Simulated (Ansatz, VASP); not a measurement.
**Hg in VASP and in Ansatz**

```
Hg
1.0
     3.33113    0.00000    0.00000
    -1.66556    2.88484    0.00000
     0.00000    0.00000    5.77427
Hg
2
Direct
  0.66667 0.33333 0.75000
  0.33333 0.66667 0.25000
```

Alike in both runs: task single point; functional PBE; k mesh 12 × 12 × 8; occupations gaussian, width 0.05 eV; no spin polarisation.

|  | VASP | Ansatz |
| --- | --- | --- |
| version | VASP 6.6.1 | Ansatz 0.2.0 |
| potentials or method | VASP PAW PBE potentials, release 64 (Hg), cutoff 520 eV | scalar-relativistic, plane waves, PAW |
| valence electrons in the cell | 24 | 40 |

VASP gave:

* gap on the k mesh at the Fermi level (eV): none
* pressure (GPa): 1.4
* traceless stress, the component that is largest in VASP (GPa): -1.01

Question: What did Ansatz give for the same quantities?

Answer: gap on the k mesh at the Fermi level (eV): none; pressure (GPa): 1.2; traceless stress, the component that is largest in VASP (GPa): -0.97.

A gap of «none» marks a metal or a gap that the smearing closes. With one functional, cell and mesh, what is left measures potentials, basis and numerics. VASP's potentials hold 24 valence electrons a cell and Ansatz's 40, so a difference there can come from the potentials and not from the codes.

Neither program's run includes spin-orbit coupling.
